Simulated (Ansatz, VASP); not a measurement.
**One calculation of WS2, two programs**

INCAR

```
SYSTEM = WS2
ALGO = Normal
DIPOL = 0.5 0.5 0.391
EDIFF = 1E-7
ENCUT = 520
GGA = PE
IDIPOL = 3
ISIF = 2
ISMEAR = 0
IVDW = 12
LASPH = .True.
LCHARG = .False.
LDIPOL = .True.
LREAL = .False.
LWAVE = .False.
NBANDS = 35
NELM = 60
PREC = Accurate
SIGMA = 0.05
```

KPOINTS

```
k-points
0
Gamma
  9 9 1
  0 0 0
```

POSCAR

```
WS2
1.0
    3.1597776611      0.0000000000      0.0000000000
   -1.5798888306      2.7364477249      0.0000000000
    0.0000000000      0.0000000000     23.8035416591
S W
4 2
Direct
    0.3333333333      0.6666666667      0.1890474982
    0.3333333333      0.6666666667      0.3214551405
    0.5000000000      1.3333333333      0.4596698670
    0.5000000000      1.3333333333      0.5920775093
    0.6666666667      0.3333333333      0.2552505077
    0.8333333333      1.0000000000      0.5258728765
```

Input for Ansatz:

```yaml
crystal:
  lattice:
    - [3.1597776972, 0.0, 0.0]
    - [-1.5798888486, 2.7364477561, 0.0]
    - [0.0, 0.0, 23.803541785]
  atoms:
    - { symbol: S, position: [0.3333333333, 0.6666666667, 0.1890474972] }
    - { symbol: W, position: [0.6666666667, 0.3333333333, 0.2552505082] }
    - { symbol: S, position: [0.3333333333, 0.6666666667, 0.3214551415] }
    - { symbol: S, position: [0.5, 1.3333333333, 0.4596698673] }
    - { symbol: W, position: [0.8333333333, 1.0, 0.5258728782] }
    - { symbol: S, position: [0.5, 1.3333333333, 0.5920775115] }
basis:
  ecutwfc: 420
kpoints:
  mp_grid: { grid: [9, 9, 1] }
hamiltonian:
  xc: pbe
  dispersion: d3bj
scf:
  occupations: { method: gaussian, width: 0.05 }
output:
  forces: true
  eigenvalues: true
efield:
  axis: 3
  dipole_correction: true
  ramp_width: 0.04
```

Alike in both runs: task single point; functional PBE; dispersion D3(BJ); k mesh 9 × 9 × 1; occupations gaussian, width 0.05 eV; no spin polarisation.

|  | VASP | Ansatz |
| --- | --- | --- |
| version | VASP 6.6.1 | Ansatz 0.2.0 |
| potentials or method | VASP PAW PBE potentials, release 64 (S, W_sv), cutoff 520 eV | scalar-relativistic, plane waves, PAW |
| valence electrons in the cell | 52 | 52 |

|  | VASP | Ansatz | Ansatz less VASP |
| --- | --- | --- | --- |
| gap on the k mesh at the Fermi level (eV) | 1.68 | 1.66 | -0.016 |
| least direct gap on the mesh (eV) | 1.90 | 1.89 | -0.003 |
| rms of the force components (eV/Å) | 0.022 | 0.021 | -0.0002 |

Neither program's run includes spin-orbit coupling.
